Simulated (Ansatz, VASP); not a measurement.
## One calculation of PbO, two programs

Contents of INCAR:

```
SYSTEM = PbO
PREC = Accurate
ENCUT = 520
EDIFF = 1E-6
ISMEAR = -1
SIGMA = 0.05
LREAL = .FALSE.
LASPH = .TRUE.
NELM = 60
ALGO = Normal
ISIF = 2
LWAVE = .FALSE.
LCHARG = .FALSE.
GGA = PS
NBANDS = 50
```

KPOINTS

```
regular mesh
0
G
  5 5 6
  0 0 0
```

POSCAR

```
PbO
1.0
    5.8760000000      0.0000000000      0.0000000000
    0.0000000000      5.4760000000      0.0000000000
    0.0000000000      0.0000000000      4.7430000000
Pb O
4 4
Direct
    0.7690000000      0.5140000000      0.2500000000
    0.2310000000      0.4860000000      0.7500000000
    0.7690000000      0.9860000000      0.7500000000
    0.2310000000      0.0140000000      0.2500000000
    0.1320000000      0.5820000000      0.2500000000
    0.8680000000      0.4180000000      0.7500000000
    0.1320000000      0.9180000000      0.7500000000
    0.8680000000      0.0820000000      0.2500000000
```

File input.yaml:

```yaml
crystal:
  lattice:
    - [5.876, 0.0, 0.0]
    - [0.0, 5.476, 0.0]
    - [0.0, 0.0, 4.743]
  atoms:
    - { symbol: Pb, position: [0.769, 0.514, 0.25] }
    - { symbol: Pb, position: [0.231, 0.486, 0.75] }
    - { symbol: Pb, position: [0.769, 0.986, 0.75] }
    - { symbol: Pb, position: [0.231, 0.014, 0.25] }
    - { symbol: O, position: [0.132, 0.582, 0.25] }
    - { symbol: O, position: [0.868, 0.418, 0.75] }
    - { symbol: O, position: [0.132, 0.918, 0.75] }
    - { symbol: O, position: [0.868, 0.082, 0.25] }
hamiltonian:
  xc: pbesol
  pseudopotentials: { kind: paw }
kpoints:
  mp_grid: { grid: [5, 5, 6] }
scf:
  occupations: { method: fermi_dirac, width: 0.05 }
output:
  forces: true
  stress: true
  eigenvalues: true
```

Alike in both runs: task single point; functional PBEsol; k mesh 5 × 5 × 6; occupations fermi-dirac, width 0.05 eV; no spin polarisation.

|  | VASP | Ansatz |
| --- | --- | --- |
| version | VASP 6.6.1 | Ansatz 0.2.0 |
| potentials or method | VASP PAW PBE potentials, release 64 (Pb_d, O) | Ansatz PAW |
| plane-wave cutoff (eV) | 520 | 420 |
| valence electrons in the cell | 80 | 80 |

|  | VASP | Ansatz | Ansatz less VASP |
| --- | --- | --- | --- |
| gap on the k mesh at the Fermi level (eV) | 1.89 | 1.90 | +0.003 |
| least direct gap on the mesh (eV) | 2.08 | 2.08 | +0.002 |
| pressure (GPa) | -1.8 | -1.8 | -0.05 |
| traceless stress, the component that is largest in VASP (GPa) | 4.43 | 4.27 | -0.161 |
| rms of the force components (eV/Å) | 0.503 | 0.498 | -0.0051 |

VASP's potentials were made for PBE, not for PBEsol. Atom by atom the forces differ by 0.022 eV/Å (rms over components).

Spin-orbit coupling is off throughout. Noted on Ansatz's run: odd divisions of the mesh miss points on the zone boundary, where band edges often lie, so the gap on the mesh can be too wide.
